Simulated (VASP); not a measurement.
# MgSe (Fm-3m) in VASP: notebook

MgSe is run at these levels: PBE, r2SCAN; tasks: single point.

Everything below comes from runs of VASP 6.6.1. Logs are shortened: lines on timing, memory, paths and dates and some standing lists are left out, and cuts for length are marked.

**1. The cell of the first run**

Symmetry: Fm-3m, No. 225, cubic system. Conventional cell: a = 5.473 Å, b = 5.473 Å, c = 5.473 Å, α = 90.00°, β = 90.00°, γ = 90.00°. Within 3.6 Å of Mg (site symmetry m-3m) lie 6 Se at 2.74 Å. Within 3.6 Å of Se (site symmetry m-3m) lie 6 Mg at 2.74 Å.

**2. Single point, PBE**

INCAR reads:

```
ALGO = Normal ; EDIFF = 1E-6
ENCUT = 600 ; GGA = PE
GGA_COMPAT = False ; ISIF = 2
ISMEAR = 0 ; LASPH = True
LCHARG = False ; LREAL = False
LWAVE = False ; NBANDS = 11
NELM = 120 ; PREC = Accurate
SIGMA = 0.01
```

KPOINTS reads:

```
k-points
0
Gamma
  8 8 8
```

POSCAR reads:

```
MgSe
1.0
    0.0000000000      2.7362756101      2.7362756101
    2.7362756101      0.0000000000      2.7362756101
    2.7362756101      2.7362756101      0.0000000000
Mg Se
1 1
Direct
    0.0000000000      0.0000000000      0.0000000000
    0.5000000000      0.5000000000      0.5000000000
```

Potentials or basis: VASP PAW PBE potentials, release 64 (Mg, Se).

Command:

```sh
$ cat potpaw_PBE.64/Mg/POTCAR potpaw_PBE.64/Se/POTCAR > POTCAR
$ mpirun -np 1 vasp_std > vasp.out
```

OUTCAR:

```text
EDIFF = 1E-6
   ENCUT = 600
   GGA = PE
   ISIF = 2
   ISMEAR = 0
   LASPH = True
   LREAL = False
   NELM = 120
   PREC = Accurate

 ion  position               nearest neighbor table
   1  0.000  0.000  0.000-   2 2.74   2 2.74   2 2.74   2 2.74   2 2.74   2 2.74
   2  0.500  0.500  0.500-   1 2.74   1 2.74   1 2.74   1 2.74   1 2.74   1 2.74

  LATTYP: Found a face centered cubic cell.
 ALAT       =     5.4725512202

  Lattice vectors:

 A1 = (   0.0000000000,   2.7362756101,   2.7362756101)
 A2 = (   2.7362756101,   0.0000000000,   2.7362756101)
 A3 = (   2.7362756101,   2.7362756101,   0.0000000000)

Analysis of symmetry for initial positions (statically):
=====================================================================
 Subroutine PRICEL returns:
 Original cell was already a primitive cell.

 Routine SETGRP: Setting up the symmetry group for a
 face centered cubic supercell.

 Subroutine GETGRP returns: Found 48 space group operations
 (whereof 48 operations were pure point group operations)
 out of a pool of 48 trial point group operations.

The static configuration has the point symmetry O_h .

Analysis of symmetry for dynamics (positions and initial velocities):
=====================================================================
 Subroutine PRICEL returns:
 Original cell was already a primitive cell.

 Routine SETGRP: Setting up the symmetry group for a
 face centered cubic supercell.

 Subroutine GETGRP returns: Found 48 space group operations
 (whereof 48 operations were pure point group operations)
 out of a pool of 48 trial point group operations.

The dynamic configuration has the point symmetry O_h .

 Subroutine INISYM returns: Found 48 space group operations
 (whereof 48 operations are pure point group operations),
 and found     1 'primitive' translations

----------------------------------------------------------------------------------------

                                     Primitive cell

  volume of cell :      40.9741

  direct lattice vectors                    reciprocal lattice vectors
     0.000000000  2.736275610  2.736275610    -0.182730131  0.182730131  0.182730131
     2.736275610  0.000000000  2.736275610     0.182730131 -0.182730131  0.182730131
     2.736275610  2.736275610  0.000000000     0.182730131  0.182730131 -0.182730131

  length of vectors
     3.869678078  3.869678078  3.869678078     0.316497871  0.316497871  0.316497871

  position of ions in fractional coordinates (direct lattice)
     0.000000000  0.000000000  0.000000000
     0.500000000  0.500000000  0.500000000

  ion indices of the primitive-cell ions
[... 85 lines left out ...]
   PSTRESS=    0.0 pullay stress
   NELECT =       8.0000    total number of electrons
   NUPDOWN=      -1.0000    fix difference up-down
   EMIN   =  10.00;   EMAX   =-10.00  energy-range for DOS
   EFERMI =   0.00;   METHOD = LEGACY
   ISMEAR =     0;   SIGMA  =   0.01  broadening in eV -4-tet -1-fermi 0-gaus
   EFERMI_NEDOS =   21; number of points for ismear=-14 and -15
   IALGO  =     38    algorithm
   IMIX   =      4    mixing-type and parameters
     AMIX     =   0.40;   BMIX     =  1.00
     AMIX_MAG =   1.60;   BMIX_MAG =  1.00
  volume/ion in A,a.u.               =      20.49       138.25
  Fermi-wavevector in a.u.,A,eV,Ry     =   0.949733  1.794736 12.272364  0.901993
  Thomas-Fermi vector in A             =   2.078044
   LORBIT       =      0    0 simple, 1 ext, 2 COOP (PROOUT), +10 PAW based schemes
   GGA     = PE    functional components
   LHFCALC =     F    Hartree Fock is set to
   AEXX    =    0.0000 exact exchange contribution
   IVDW    =     0    specifies the selected vdW correction
   LEPSILON=     F    determine dielectric tensor
   LRPA    =     F    only Hartree local field effects (RPA)
 non-spin polarized calculation
 Gauss-broadening in eV      SIGMA  =   0.01
  energy-cutoff  :      600.00
  volume of cell :       40.97
 maximum number of plane-waves:      1384
   NGX = 15   NGY = 15   NGZ = 15

 number of electron       8.0000000 magnetization

 Free energy of the ion-electron system (eV)
  ---------------------------------------------------
  ext. energy  EPLUGINS =         0.00000000
  ---------------------------------------------------
  free energy    TOTEN  =        -7.48804523 eV

  energy without entropy =       -7.48804523  energy(sigma->0) =       -7.48804523

 E-fermi :   3.2160     XC(G=0):  -9.4418

 val. band max:        3.1287400840   @ k =   0.0000   0.0000   0.0000
 cond. band min:       4.9107020266   @ k =   0.5000   0.5000   0.0000
 fundamental gap:      1.7819619426
 Fermi energy:         3.2159933077

 k-point     1 :       0.0000    0.0000    0.0000
  band No.  band energies     occupation
      1      -9.7502      2.00000
      2       3.1287      2.00000
      3       3.1287      2.00000
      4       3.1287      2.00000
      5       5.6467      0.00000
      6      10.5445      0.00000
      7      10.5445      0.00000
      8      10.5445      0.00000
      9      13.0772      0.00000
     10      13.0772      0.00000
     11      14.0930      0.00000
[... 309 lines left out ...]
 k-point    24 :      -0.3750    0.2500    0.1250
  band No.  band energies     occupation
      1      -8.4915      2.00000
      2      -1.2442      2.00000
      3       0.9375      2.00000
      4       1.9353      2.00000
      5       7.8416      0.00000
      6       8.5271      0.00000
      7      10.8479      0.00000
      8      12.1468      0.00000
      9      14.1526      0.00000
     10      14.7962      0.00000
     11      17.1779      0.00000

 [... further k-points ...]

------------------------ aborting loop because EDIFF is reached ----------------------------------------

  FORCE on cell =-STRESS in cart. coord.  units (eV):
  Direction    XX          YY          ZZ          XY          YZ          ZX
  --------------------------------------------------------------------------------------
  -------------------------------------------------------------------------------------
  Total        0.2838376      0.2838376      0.2838376     -0.0000000     -0.0000000      0.0000000
  in kB       11.0986732     11.0986732     11.0986732     -0.0000000     -0.0000000      0.0000000
  external PRESSURE =      11.0986732 kB  Pullay stress =       0.0000000 kB

 VOLUME and BASIS-vectors are now :
 -----------------------------------------------------------------------------
  energy-cutoff  :      600.00
  volume of cell :       40.97
      direct lattice vectors                 reciprocal lattice vectors
     0.000000000  2.736275610  2.736275610    -0.182730131  0.182730131  0.182730131
     2.736275610  0.000000000  2.736275610     0.182730131 -0.182730131  0.182730131
     2.736275610  2.736275610  0.000000000     0.182730131  0.182730131 -0.182730131

 POSITION                                       TOTAL-FORCE (eV/Angst)
 -----------------------------------------------------------------------------------
      0.00000      0.00000      0.00000         0.000000      0.000000      0.000000
      2.73628      2.73628      2.73628        -0.000000     -0.000000     -0.000000
 -----------------------------------------------------------------------------------
    total drift:                               -0.000000     -0.000000      0.000000

  FREE ENERGIE OF THE ION-ELECTRON SYSTEM (eV)
  ---------------------------------------------------
  free  energy   TOTEN  =        -7.4880452273 eV

  energy  without entropy=       -7.4880452273  energy(sigma->0) =       -7.48804523
```

OSZICAR:

```text
N       E                     dE             d eps       ncg     rms          rms(c)
DAV:   1     0.264677011498E+02    0.26468E+02   -0.36189E+03   654   0.647E+02
DAV:   2    -0.608653333828E+01   -0.32554E+02   -0.30558E+02   788   0.106E+02
DAV:   3    -0.778364599437E+01   -0.16971E+01   -0.16939E+01   789   0.246E+01
DAV:   4    -0.779234143127E+01   -0.86954E-02   -0.86948E-02   709   0.207E+00
DAV:   5    -0.779239706089E+01   -0.55630E-04   -0.55629E-04   760   0.165E-01    0.297E+00
DAV:   6    -0.753133298757E+01    0.26106E+00   -0.46025E-01   698   0.253E+00    0.187E+00
DAV:   7    -0.748859503727E+01    0.42738E-01   -0.20801E-01   731   0.183E+00    0.940E-01
DAV:   8    -0.748813946017E+01    0.45558E-03   -0.10034E-02   683   0.531E-01    0.254E-01
DAV:   9    -0.748803700149E+01    0.10246E-03   -0.30370E-04   728   0.924E-02    0.119E-01
DAV:  10    -0.748804820218E+01   -0.11201E-04   -0.13986E-04   710   0.508E-02    0.238E-02
DAV:  11    -0.748804501961E+01    0.31826E-05   -0.19584E-05   719   0.178E-02    0.580E-03
DAV:  12    -0.748804522735E+01   -0.20774E-06   -0.66549E-07   404   0.482E-03
   1 F= -.74880452E+01 E0= -.74880452E+01  d E =-.285662E-37
```

stdout:

```text
POSCAR found type information on POSCAR MgSe
 POSCAR found :  2 types and       2 ions
 scaLAPACK will be used
 LDA part: xc-table for (Slater+PW92), standard interpolation
 POSCAR, INCAR and KPOINTS ok, starting setup
 FFT: planning ... GRIDC
 FFT: planning ... GRID_SOFT
 FFT: planning ... GRID
 WAVECAR not read
 entering main loop
```

It took 31 s on 1 thread of Intel Xeon 8259CL, shared host; peak memory 0.18 GiB.

Results:

| Item | Value |
| --- | --- |
| Free energy | -7.4880 eV |
| Pressure | 1.1 GPa |
| Band gap on the k mesh | 1.78 eV, indirect (least direct gap 2.52 eV) |

Levels at points of the mesh, in eV from the valence-band top:
| k point | band 1 | band 2 | band 3 | band 4 | band 5 | band 6 | band 7 | band 8 |
| --- | --- | --- | --- | --- | --- | --- | --- | --- |
| (0.00, 0.00, 0.00) | -12.88 | 0.00 | 0.00 | 0.00 | 2.52 | 7.42 | 7.42 | 7.42 |
| (0.50, 0.00, 0.00) | -11.79 | -4.89 | -0.57 | -0.57 | 3.81 | 6.08 | 6.08 | 8.54 |
| (0.50, 0.50, 0.00) | -11.47 | -4.20 | -1.76 | -1.76 | 1.78 | 3.99 | 11.63 | 12.07 |

A k mesh can miss the band edges.

**3. Single point, r2SCAN**

POSCAR is that of step 2.

INCAR.step1 reads:

```
SYSTEM = MgSe
  ALGO = Normal
  EDIFF = 1E-5
  ENCUT = 660
  GGA = PE
  GGA_COMPAT = .FALSE.
  ISMEAR = 0
  LASPH = .TRUE.
  LCHARG = .FALSE.
  LREAL = .FALSE.
  LWAVE = .TRUE.
  NBANDS = 11
  NELM = 120
  PREC = Accurate
  SIGMA = 0.01
```

INCAR.step2 reads:

```
SYSTEM = MgSe
  ALGO = Normal
  EDIFF = 1E-6
  ENCUT = 660
  GGA_COMPAT = .FALSE.
  ISIF = 2
  ISMEAR = 0
  ISTART = 1
  LASPH = .TRUE.
  LCHARG = .FALSE.
  LMIXTAU = .TRUE.
  LREAL = .FALSE.
  LWAVE = .FALSE.
  METAGGA = R2SCAN
  NBANDS = 11
  NELM = 120
  PREC = Accurate
  SIGMA = 0.01
```

KPOINTS reads:

```
k-points
0
G
  6 6 6
  0 0 0
```

Potentials or basis: VASP PAW PBE potentials, release 64 (Mg, Se).

Command:

```sh
$ cat potpaw_PBE.64/Mg/POTCAR potpaw_PBE.64/Se/POTCAR > POTCAR
$ cp INCAR.step1 INCAR
$ mpirun -np 1 vasp_std > vasp.out
$ cp INCAR.step2 INCAR
$ mpirun -np 1 vasp_std > vasp.out
```

Run time: 2.1 min. Hardware: 1 thread of Intel Xeon 8259CL, shared host; peak memory 0.19 GiB.

It converged, with:

```
Free energy            : -21.3781 eV
Pressure               : -0.3 GPa
Band gap on the k mesh : 2.44 eV, indirect (least direct gap 3.41 eV)
```

Levels at points of the mesh, in eV from the valence-band top:
```tsv
k point	band 1	band 2	band 3	band 4	band 5	band 6	band 7	band 8	band 9
(0.00, 0.00, 0.00)	-13.32	0.00	0.00	0.00	3.41	8.03	8.03	8.03	10.55
(0.50, 0.00, 0.00)	-12.19	-4.91	-0.60	-0.60	4.51	6.70	6.70	9.57	12.43
(0.50, 0.50, 0.00)	-11.86	-4.26	-1.79	-1.79	2.44	4.56	12.74	13.18	13.18
```

Caveat: the PAW data sets were made with another functional, which shifts forces and pressure a little. r2SCAN opens gaps a little over a GGA but as a rule still falls short of measured ones.

**4. Single point, r2SCAN (volume changed by -3%)**

POSCAR reads:

```
MgSe
1.0
    0.0000000000      2.7086345727      2.7086345727
    2.7086345727      0.0000000000      2.7086345727
    2.7086345727      2.7086345727      0.0000000000
Mg Se
1 1
Direct
    0.0000000000      0.0000000000      0.0000000000
    0.5000000000      0.5000000000      0.5000000000
```

INCAR.step1 reads:

```
PREC = Accurate ; ENCUT = 660
ISMEAR = 0 ; SIGMA = 0.01
LREAL = F ; LASPH = T
NELM = 120 ; NBANDS = 11
GGA = PE ; ALGO = Normal
EDIFF = 1E-5 ; LWAVE = T
LCHARG = F ; GGA_COMPAT = F
```

INCAR.step2 reads:

```
PREC = Accurate ; ENCUT = 660
EDIFF = 1E-6 ; ISMEAR = 0
SIGMA = 0.01 ; LREAL = F
LASPH = T ; NELM = 120
ALGO = Normal ; ISIF = 2
LWAVE = F ; LCHARG = F
METAGGA = R2SCAN ; LMIXTAU = T
NBANDS = 11 ; ISTART = 1
GGA_COMPAT = F
```

KPOINTS reads:

```
Automatic mesh
0
Gamma
  6 6 6
```

Command:

```sh
$ cat potpaw_PBE.64/Mg/POTCAR potpaw_PBE.64/Se/POTCAR > POTCAR
$ cp INCAR.step1 INCAR
$ mpirun -np 1 vasp_std > vasp.out
$ cp INCAR.step2 INCAR
$ mpirun -np 1 vasp_std > vasp.out
```

It took 59 s on 1 thread of Intel Xeon 8259CL, shared host; peak memory 0.19 GiB.

The run converged. Its results:

```yaml
Free_energy: -21.3723 eV
Pressure: 1.9 GPa
Band_gap_on_the_k_mesh: 2.49 eV, indirect (least direct gap 3.63 eV)
```

Levels at points of the mesh, in eV from the valence-band top:
```csv
k point,band 1,band 2,band 3,band 4,band 5,band 6,band 7,band 8,band 9
"(0.00, 0.00, 0.00)",-13.50,0.00,0.00,0.00,3.63,8.02,8.02,8.02,10.60
"(0.50, 0.00, 0.00)",-12.29,-5.08,-0.63,-0.63,4.55,6.73,6.73,9.81,12.67
"(0.50, 0.50, 0.00)",-11.94,-4.43,-1.87,-1.87,2.49,4.47,13.05,13.37,13.48
```

Caveat: the PAW data sets were made with another functional, which shifts forces and pressure a little.

[end of part 1 of 2]
